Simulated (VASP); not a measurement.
A run of VASP 6.6.1 is set up as follows.

INCAR

```
SYSTEM = DyC3
PREC = Accurate
ENCUT = 600
EDIFF = 1E-6
ISMEAR = 0
SIGMA = 0.2
LREAL = .False.
LASPH = .True.
NELM = 200
ALGO = Normal
ISIF = 2
LWAVE = .False.
LCHARG = .False.
GGA = PE
NBANDS = 31
GGA_COMPAT = .False.
LMAXMIX = 6
```

Contents of KPOINTS:

```
Automatic mesh
0
Gamma
  4 4 4
  0 0 0
```

POSCAR

```
DyC3
1.0
    0.0000000000      5.1315435093      5.1315435093
    5.1315435093      0.0000000000      5.1315435093
    5.1315435093      5.1315435093      0.0000000000
Dy C
2 6
Direct
    0.2500000000      0.2500000000      0.2500000000
    0.0000000000      0.0000000000      0.0000000000
    0.7500000000      0.7500000000      0.7500000000
    0.5000000000      0.5000000000      0.5000000000
    0.1250000000      0.1250000000      0.1250000000
    0.1250000000      0.1250000000      0.6250000000
    0.1250000000      0.6250000000      0.1250000000
    0.6250000000      0.1250000000      0.1250000000
```

Potentials or basis: VASP PAW PBE potentials, release 64 (Dy_3, C), 4f in core.

Command:

```console
$ cat potpaw_PBE.64/Dy_3/POTCAR potpaw_PBE.64/C/POTCAR > POTCAR
$ mpirun -np 1 vasp_std > vasp.out
```

Task: Predict the pressure.

Result: 1.0 GPa.

Task: Estimate the band gap on the k mesh.

Result: Zero (bands 21 and 22 overlap by 0.25 eV).

Caveat: spin-orbit coupling is left out, which moves the levels of the heavy elements; the 4f electrons are frozen in the core, so they carry no moment and show no levels. Spin polarisation is off, so any magnetic state and its effect on volume and gap are missing.
